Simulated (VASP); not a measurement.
## MgO: single point with PBE

Crystal: MgO.

```
CELL_PARAMETERS angstrom
3.48402 0.00000 0.00000
-1.74201 3.01725 0.00000
0.00000 0.00000 4.18532
ATOMIC_POSITIONS crystal
Mg 0.33333 0.66667 0.25000
Mg 0.66667 0.33333 0.75000
O 0.66667 0.33333 0.25000
O 0.33333 0.66667 0.75000
```

```yaml
Program: VASP 6.6.1
Task: single point
Functional: PBE
Potentials_or_basis: VASP PAW PBE potentials, release 64 (Mg, O)
Cutoff: 520 eV
k_mesh: 6 × 6 × 4
Occupations: gaussian, width 0.05 eV
Spin: no spin polarisation
Dipole_correction: no
Further_INCAR_settings: ALGO = Normal; EDIFF = 1e-07; NBANDS = 16
```

```yaml
Pressure: 4.0 GPa
Band_gap_on_the_k_mesh: 3.43 eV, direct
```

Stress tensor (GPa, compression positive):
```
3.82 0.00 0.00
0.00 3.82 0.00
0.00 0.00 4.29
```

Levels at points of the mesh, in eV from the valence-band top:
| k point | band 4 | band 5 | band 6 | band 7 | band 8 | band 9 | band 10 | band 11 | band 12 | band 13 |
| --- | --- | --- | --- | --- | --- | --- | --- | --- | --- | --- |
| (0.00, 0.00, 0.00) | -1.74 | -1.74 | -0.81 | -0.81 | 0.00 | 3.43 | 9.47 | 12.23 | 12.55 | 12.55 |
| (0.50, 0.00, 0.00) | -2.37 | -2.34 | -1.97 | -1.30 | -0.53 | 7.00 | 9.08 | 9.85 | 12.11 | 12.98 |
| (0.00, 0.00, 0.50) | -2.43 | -1.29 | -1.29 | -1.29 | -1.29 | 6.46 | 6.46 | 12.91 | 12.91 | 12.91 |
| (0.50, 0.00, 0.50) | -3.88 | -1.54 | -1.54 | -0.82 | -0.82 | 7.33 | 7.33 | 11.97 | 11.97 | 14.10 |

Wall time 32 s on 1 thread of AMD EPYC 7R13 Processor (Zen 3) (shared host), peak memory 0.13 GiB.

As with any semilocal functional, this PBE gap is likely too small.
